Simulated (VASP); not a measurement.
# CdS (P6_3mc) in VASP: a series of runs

Runs on CdS. Level: PBE. Tasks: single point.

Program: VASP 6.6.1. These are calculated values, not measurements. Logs are shortened: lines on timing, memory, paths and dates and some standing lists are left out, and cuts for length are marked.

### 1 The cell of the first run

The structure is hexagonal, space group P6_3mc (No. 186). Conventional cell: a = 4.068 Å, b = 4.068 Å, c = 6.972 Å, α = 90.00°, β = 90.00°, γ = 120.00°. Within 3.3 Å of Cd (site symmetry 3m) lie 4 S at 2.48 to 2.68 Å. Within 3.3 Å of S (site symmetry 3m) lie 4 Cd at 2.48 to 2.68 Å.

### 2 Single point, PBE

INCAR

```
SYSTEM = CdS
PREC     = Accurate       ! precision mode
ENCUT    = 520            ! plane-wave cutoff, eV
EDIFF    = 1E-7           ! SCF threshold, eV
ISMEAR   = 0              ! smearing method
SIGMA    = 0.05           ! smearing width, eV
LREAL    = .False.        ! projectors in reciprocal space
LASPH    = .True.         ! aspherical terms in the spheres
NELM     = 100            ! most SCF steps
ALGO     = Normal         ! electronic algorithm
ISIF     = 2              ! what is computed and relaxed
LWAVE    = .False.        ! write WAVECAR
LCHARG   = .False.        ! write CHGCAR
GGA      = PE             ! functional
NBANDS   = 26             ! bands
```

KPOINTS

```
regular mesh
0
Gamma
  12 12 6
  0 0 0
```

POSCAR

```
CdS
1.0
    4.0680972297      0.0000000000      0.0000000000
   -2.0340486148      3.5230755460      0.0000000000
    0.0000000000      0.0000000000      6.9721324289
Cd S
2 2
Direct
    0.3333333333      0.6666666667      0.0000000000
    0.6666666667      0.3333333333      0.5000000000
    0.3333333333      0.6666666667      0.3850000000
    0.6666666667      0.3333333333      0.8850000000
```

Potentials or basis: VASP PAW PBE potentials, release 64 (Cd, S).

Command:

```
cat potpaw_PBE.64/Cd/POTCAR potpaw_PBE.64/S/POTCAR > POTCAR
mpirun -np 1 vasp_std > vasp.out
```

OUTCAR:

```text
SYSTEM = CdS
   PREC = Accurate
   ENCUT = 520
   EDIFF = 1E-7
   ISMEAR = 0
   LREAL = .False.
   LASPH = .True.
   NELM = 100
   ISIF = 2
   GGA = PE

 ion  position               nearest neighbor table
   1  0.333  0.667  0.000-   4 2.48   4 2.48   4 2.48   3 2.68
   2  0.667  0.333  0.500-   3 2.48   3 2.48   3 2.48   4 2.68
   3  0.333  0.667  0.385-   2 2.48   2 2.48   2 2.48   1 2.68
   4  0.667  0.333  0.885-   1 2.48   1 2.48   1 2.48   2 2.68

  LATTYP: Found a hexagonal cell.
 ALAT       =     4.0680972297
 C/A-ratio  =     1.7138558975

  Lattice vectors:

 A1 = (   4.0680972297,   0.0000000000,   0.0000000000)
 A2 = (  -2.0340486148,   3.5230755460,   0.0000000000)
 A3 = (   0.0000000000,   0.0000000000,   6.9721324289)

Analysis of symmetry for initial positions (statically):
=====================================================================
 Subroutine PRICEL returns:
 Original cell was already a primitive cell.

 Routine SETGRP: Setting up the symmetry group for a
 hexagonal supercell.

 Subroutine GETGRP returns: Found 12 space group operations
 (whereof  6 operations were pure point group operations)
 out of a pool of 24 trial point group operations.

The static configuration has the point symmetry C_3v.
 The point group associated with its full space group is C_6v.

Analysis of symmetry for dynamics (positions and initial velocities):
=====================================================================
 Subroutine PRICEL returns:
 Original cell was already a primitive cell.

 Routine SETGRP: Setting up the symmetry group for a
 hexagonal supercell.

 Subroutine GETGRP returns: Found 12 space group operations
 (whereof  6 operations were pure point group operations)
 out of a pool of 24 trial point group operations.

The dynamic configuration has the point symmetry C_3v.
 The point group associated with its full space group is C_6v.

 Subroutine INISYM returns: Found 12 space group operations
 (whereof  6 operations are pure point group operations),
 and found     1 'primitive' translations

----------------------------------------------------------------------------------------

                                     Primitive cell

  volume of cell :      99.9261

  direct lattice vectors                    reciprocal lattice vectors
     4.068097230  0.000000000  0.000000000     0.245815167  0.141921453  0.000000000
    -2.034048615  3.523075546  0.000000000     0.000000000  0.283842906  0.000000000
     0.000000000  0.000000000  6.972132429     0.000000000  0.000000000  0.143428142

  length of vectors
     4.068097230  4.068097230  6.972132429     0.283842906  0.283842906  0.143428142

  position of ions in fractional coordinates (direct lattice)
     0.333333333  0.666666667  0.000000000
     0.666666667  0.333333333  0.500000000
     0.333333333  0.666666667  0.385000000
     0.666666667  0.333333333  0.885000000

  ion indices of the primitive-cell ions
   primitive index   ion index
                 1           1
                 2           2
                 3           3
                 4           4

----------------------------------------------------------------------------------------

 KPOINTS: regular mesh

Automatic generation of k-mesh.
 Grid dimensions read from file:
 generate k-points for:   12   12    6

 Generating k-lattice:

  Cartesian coordinates                     Fractional coordinates (reciprocal lattice)
     0.020484597  0.011826788  0.000000000     0.083333333  0.000000000  0.000000000
     0.000000000  0.023653575  0.000000000     0.000000000  0.083333333  0.000000000
     0.000000000  0.000000000  0.023904690     0.000000000  0.000000000  0.166666667

  Length of vectors
     0.023653575  0.023653575  0.023904690

  Shift w.r.t. Gamma in fractional coordinates (k-lattice)
     0.000000000  0.000000000  0.000000000

 Subroutine IBZKPT returns following result:
 ===========================================

 Found     76 irreducible k-points:

 Following reciprocal coordinates:
            Coordinates               Weight
  0.000000  0.000000  0.000000      1.000000
  0.083333  0.000000  0.000000      6.000000
  0.166667  0.000000  0.000000      6.000000
  0.250000  0.000000  0.000000      6.000000
  0.333333  0.000000  0.000000      6.000000
  0.416667  0.000000  0.000000      6.000000
[... 16 lines left out ...]
  0.250000  0.000000  0.166667     12.000000
  0.333333  0.000000  0.166667     12.000000
 [... further k-points ...]
   k-points           NKPTS =     76   k-points in BZ     NKDIM =     76   number of bands    NBANDS=     26
   number of dos      NEDOS =    301   number of ions     NIONS =      4
   total plane-waves  NPLWV =  48600
   dimension x,y,z NGX =    30 NGY =   30 NGZ =   54
   dimension x,y,z NGXF=    60 NGYF=   60 NGZF=  108
   ions per type =               2   2
   NGX,Y,Z   is equivalent  to a cutoff of  12.26, 12.26, 12.88 a.u.
   NGXF,Y,Z  is equivalent  to a cutoff of  24.52, 24.52, 25.75 a.u.
 SYSTEM =  CdS
   PREC   = accura    normal or accurate (medium, high low for compatibility)
   ISTART =      0    job   : 0-new  1-cont  2-samecut
   ICHARG =      2    charge: 1-file 2-atom 10-const
   ISPIN  =      1    spin polarized calculation?
   LNONCOLLINEAR =      F non collinear calculations
   LSORBIT =      F    spin-orbit coupling
   LASPH  =      T    aspherical Exc in radial PAW
   ENCUT  =  520.0 eV  38.22 Ry    6.18 a.u.   7.56  7.56 12.96*2*pi/ulx,y,z
   NELM   =    100;   NELMIN=  2; NELMDL= -5     # of ELM steps
   EDIFF  = 0.1E-06   stopping-criterion for ELM
   LREAL  =      F    real-space projection
   EDIFFG = 0.1E-05   stopping-criterion for IOM
   NSW    =      0    number of steps for IOM
   IBRION =     -1    ionic relax: 0-MD 1-quasi-New 2-CG
   NFREE  =      0    steps in history (QN), initial steepest desc. (CG)
   ISIF   =      2    stress and relaxation
   ISYM   =      2    0-nonsym 1-usesym 2-fastsym
   POTIM  = 0.5000    time-step for ionic-motion
   TEBEG  =    0.0;   TEEND  =   0.0 temperature during run
   PSTRESS=    0.0 pullay stress
   NELECT =      36.0000    total number of electrons
   NUPDOWN=      -1.0000    fix difference up-down
   EMIN   =  10.00;   EMAX   =-10.00  energy-range for DOS
   EFERMI =   0.00;   METHOD = LEGACY
   ISMEAR =     0;   SIGMA  =   0.05  broadening in eV -4-tet -1-fermi 0-gaus
   EFERMI_NEDOS =   21; number of points for ismear=-14 and -15
   IALGO  =     38    algorithm
   IMIX   =      4    mixing-type and parameters
     AMIX     =   0.40;   BMIX     =  1.00
     AMIX_MAG =   1.60;   BMIX_MAG =  1.00
  volume/ion in A,a.u.               =      24.98       168.58
  Fermi-wavevector in a.u.,A,eV,Ry     =   1.164884  2.201312 18.462491  1.356955
  Thomas-Fermi vector in A             =   2.301417
   LORBIT       =      0    0 simple, 1 ext, 2 COOP (PROOUT), +10 PAW based schemes
   GGA     = PE    functional components
   LHFCALC =     F    Hartree Fock is set to
   AEXX    =    0.0000 exact exchange contribution
   IVDW    =     0    specifies the selected vdW correction
   LEPSILON=     F    determine dielectric tensor
   LRPA    =     F    only Hartree local field effects (RPA)
 non-spin polarized calculation
 Gauss-broadening in eV      SIGMA  =   0.05
  energy-cutoff  :      520.00
  volume of cell :       99.93
 maximum number of plane-waves:      2714
   NGX = 15   NGY = 15   NGZ = 25

 number of electron      36.0000007 magnetization

 Free energy of the ion-electron system (eV)
  ---------------------------------------------------
  ext. energy  EPLUGINS =         0.00000000
  ---------------------------------------------------
  free energy    TOTEN  =       -12.14964063 eV

  energy without entropy =      -12.14964063  energy(sigma->0) =      -12.14964063

 E-fermi :   1.5106     XC(G=0):  -9.1071

 val. band max:        1.3057642743   @ k =   0.0000   0.0000   0.0000
 cond. band min:       2.4788039811   @ k =   0.0000   0.0000   0.0000
 fundamental gap:      1.1730397068
 Fermi energy:         1.5105745431

 k-point     1 :       0.0000    0.0000    0.0000
  band No.  band energies     occupation
      1     -11.1094      2.00000
      2     -10.7462      2.00000
      3      -6.4994      2.00000
      4      -6.4994      2.00000
      5      -6.4421      2.00000
      6      -6.4421      2.00000
[... 18 lines left out ...]
     25       8.8834      0.00000
     26       8.8834      0.00000

 k-point     2 :       0.0833    0.0000    0.0000
  band No.  band energies     occupation
      1     -11.0827      2.00000
      2     -10.7314      2.00000
      3      -6.4858      2.00000
      4      -6.4841      2.00000
      5      -6.4274      2.00000
      6      -6.4258      2.00000
[... 18 lines left out ...]
     25       8.7198      0.00000
     26       9.0465      0.00000

 k-point     3 :       0.1667    0.0000    0.0000
  band No.  band energies     occupation
      1     -11.0088      2.00000
      2     -10.6918      2.00000
      3      -6.4497      2.00000
      4      -6.4362      2.00000
      5      -6.3831      2.00000
      6      -6.3808      2.00000
[... 18 lines left out ...]
     25       8.6448      0.00000
     26       9.4973      0.00000

 k-point     4 :       0.2500    0.0000    0.0000
  band No.  band energies     occupation
      1     -10.9047      2.00000
      2     -10.6406      2.00000
      3      -6.4042      2.00000
      4      -6.3769      2.00000
      5      -6.3190      2.00000
      6      -6.2943      2.00000
[... 18 lines left out ...]
     25       9.2045      0.00000
     26       9.5907      0.00000

 k-point     5 :       0.3333    0.0000    0.0000
  band No.  band energies     occupation
      1     -10.7954      2.00000
      2     -10.5948      2.00000
      3      -6.3654      2.00000
      4      -6.3438      2.00000
      5      -6.2579      2.00000
      6      -6.1761      2.00000
[... 18 lines left out ...]
     25       9.4881      0.00000
     26      10.0827      0.00000

 k-point     6 :       0.4167    0.0000    0.0000
  band No.  band energies     occupation
      1     -10.7090      2.00000
      2     -10.5681      2.00000
      3      -6.3425      2.00000
      4      -6.3316      2.00000
      5      -6.2150      2.00000
      6      -6.1288      2.00000
[... 427 lines left out ...]
 k-point    21 :       0.0833    0.0000    0.1667
  band No.  band energies     occupation
      1     -11.0590      2.00000
      2     -10.7544      2.00000
      3      -6.4825      2.00000
      4      -6.4811      2.00000
      5      -6.4320      2.00000
      6      -6.4306      2.00000
[... 18 lines left out ...]
     25       8.7618      0.00000
     26       8.9340      0.00000

 k-point    22 :       0.1667    0.0000    0.1667
  band No.  band energies     occupation
      1     -10.9870      2.00000
      2     -10.7122      2.00000
      3      -6.4456      2.00000
      4      -6.4334      2.00000
      5      -6.3876      2.00000
      6      -6.3860      2.00000
[... 18 lines left out ...]
     25       8.7523      0.00000
     26       9.3772      0.00000

 k-point    23 :       0.2500    0.0000    0.1667
  band No.  band energies     occupation
      1     -10.8861      2.00000
      2     -10.6571      2.00000
      3      -6.3987      2.00000
      4      -6.3735      2.00000
      5      -6.3249      2.00000
      6      -6.3078      2.00000
[... 18 lines left out ...]
     25       9.0047      0.00000
     26      10.0233      0.00000

 k-point    24 :       0.3333    0.0000    0.1667
  band No.  band energies     occupation
      1     -10.7808      2.00000
      2     -10.6068      2.00000
      3      -6.3580      2.00000
      4      -6.3402      2.00000
      5      -6.2648      2.00000
      6      -6.2196      2.00000
[... 18 lines left out ...]
     25       9.2205      0.00000
     26      10.3228      0.00000

 [... further k-points ...]
[... 5 lines left out ...]
  --------------------------------------------------------------------------------------
  -------------------------------------------------------------------------------------
  Total        3.5841032      3.5841032     -0.6172607      0.0000000      0.0000000      0.0000000
  in kB       57.4661605     57.4661605     -9.8969249      0.0000000      0.0000000      0.0000000
  external PRESSURE =      35.0117987 kB  Pullay stress =       0.0000000 kB

 VOLUME and BASIS-vectors are now :
 -----------------------------------------------------------------------------
  energy-cutoff  :      520.00
  volume of cell :       99.93
      direct lattice vectors                 reciprocal lattice vectors
     4.068097230  0.000000000  0.000000000     0.245815167  0.141921453  0.000000000
    -2.034048615  3.523075546  0.000000000     0.000000000  0.283842906  0.000000000
     0.000000000  0.000000000  6.972132429     0.000000000  0.000000000  0.143428142

 POSITION                                       TOTAL-FORCE (eV/Angst)
 -----------------------------------------------------------------------------------
     -0.00000      2.34872      0.00000         0.000000     -0.000000      0.537408
      2.03405      1.17436      3.48607         0.000000      0.000000      0.537408
     -0.00000      2.34872      2.68427        -0.000000     -0.000000     -0.537408
      2.03405      1.17436      6.17034         0.000000      0.000000     -0.537408
 -----------------------------------------------------------------------------------
    total drift:                                0.000000      0.000000      0.000260

  FREE ENERGIE OF THE ION-ELECTRON SYSTEM (eV)
  ---------------------------------------------------
  free  energy   TOTEN  =       -12.1496406284 eV

  energy  without entropy=      -12.1496406284  energy(sigma->0) =      -12.14964063
```

Run time: 98 s. Hardware: 1 thread of AMD EPYC 9R45 (Zen 5), shared host; peak memory 0.28 GiB.

Results:

| Property | Result |
| --- | --- |
| Free energy | -12.1496 eV |
| Pressure | 3.5 GPa |
| Largest force | 0.537 eV/Å |
| Band gap on the k mesh | 1.17 eV |

Forces on the atoms (eV/Å):
```
Cd   0.000  0.000  0.537
Cd   0.000  0.000  0.537
S    0.000  0.000 -0.537
S    0.000  0.000 -0.537
```

Caveat: the stress differs along the axes, from -1 to 6 GPa. A k mesh can miss the band edges.

### 3 Single point, PBE

This run uses another cell than the first one, of the same volume but with other edges.

INCAR

```
SYSTEM = CdS
ALGO = Normal
EDIFF = 1E-6
ENCUT = 520
GGA = PE
ISIF = 2
ISMEAR = 0
LASPH = .TRUE.
LCHARG = .TRUE.
LELF = .TRUE.
LREAL = .FALSE.
LVHAR = .TRUE.
LWAVE = .FALSE.
NBANDS = 26
NELM = 80
PREC = Accurate
SIGMA = 0.05
```

KPOINTS

```
k-points
0
G
  12 12 6
  0 0 0
```

POSCAR

```
CdS
1.0
    3.7885524705      0.0000000000      0.0000000000
   -1.8942762352      3.2809826830      0.0000000000
    0.0000000000      0.0000000000      8.0389932317
Cd S
2 2
Direct
    0.3333333333      0.6666666667      0.0000000000
    0.6666666667      0.3333333333      0.5000000000
    0.3333333333      0.6666666667      0.3850000000
    0.6666666667      0.3333333333      0.8850000000
```

Potentials or basis: VASP PAW PBE potentials, release 64 (Cd, S).

Command:

```
cat potpaw_PBE.64/Cd/POTCAR potpaw_PBE.64/S/POTCAR > POTCAR
mpirun -np 1 vasp_std > vasp.out
```

Wall time 86 s (1 thread of AMD EPYC 9R45 (Zen 5), shared host); peak memory 0.27 GiB.

It converged, with:

- Free energy: -10.8816 eV
- Pressure: 10.5 GPa
- Largest force: 1.197 eV/Å
- Band gap on the k mesh: 0.59 eV

Forces on the atoms (eV/Å):
```
Cd   0.000  0.000  1.197
Cd   0.000  0.000  1.197
S    0.000  0.000 -1.197
S    0.000  0.000 -1.197
```

Stress tensor (GPa, compression positive):
```
17.32  0.00  0.00
 0.00 17.32  0.00
 0.00  0.00 -3.26
```

Levels at points of the mesh, in eV from the valence-band top:
| k point | band 15 | band 16 | band 17 | band 18 | band 19 | band 20 | band 21 | band 22 |
| --- | --- | --- | --- | --- | --- | --- | --- | --- |
| (0.00, 0.00, 0.00) | -0.25 | -0.25 | 0.00 | 0.00 | 0.59 | 3.52 | 5.15 | 5.59 |
| (0.50, 0.00, 0.00) | -2.66 | -1.70 | -1.63 | -1.22 | 2.57 | 4.00 | 4.28 | 4.49 |
| (0.00, 0.00, 0.50) | -0.13 | -0.13 | -0.13 | -0.13 | 2.53 | 2.53 | 5.08 | 5.08 |
| (0.50, 0.00, 0.50) | -2.05 | -2.05 | -1.43 | -1.43 | 2.61 | 2.61 | 4.97 | 4.97 |

Caveat: the stress differs along the axes, from -3 to 17 GPa; semilocal functionals underestimate gaps, and a narrow one can read as zero; forces of over 1 eV/Å act on the atoms, so gaps and moduli don't describe the material at rest. A k mesh can miss the band edges.
